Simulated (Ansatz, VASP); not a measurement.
One calculation of AgCl, two programs

```
Ag Cl
1.0
     0.00000    2.77099    2.77099
     2.77099    0.00000    2.77099
     2.77099    2.77099    0.00000
Ag Cl
1 1
Cartesian
  0.0000 0.0000 0.0000
  2.7710 2.7710 2.7710
```

Alike in both runs: task single point; functional PBE; k mesh 8 × 8 × 8; occupations fermi-dirac, width 0.05 eV; no spin polarisation.

|  | VASP | Ansatz |
| --- | --- | --- |
| version | VASP 6.6.1 | Ansatz 0.2.0 |
| potentials or method | VASP PAW PBE potentials, release 64 (Ag, Cl) | Ansatz PAW |
| plane-wave cutoff (eV) | 520 | 420 |
| valence electrons in the cell | 18 | 26 |

Ansatz gave:

| Item | Value |
| --- | --- |
| gap on the k mesh at the Fermi level (eV) | 0.91 |
| least direct gap on the mesh (eV) | 3.19 |
| pressure (GPa) | 1.7 |

Question: Estimate VASP's values.

Answer: gap on the k mesh at the Fermi level (eV): 0.91; least direct gap on the mesh (eV): 3.19; pressure (GPa): 1.6.

VASP's potentials hold 18 valence electrons a cell and Ansatz's 26, so a difference there can come from the potentials and not from the codes.
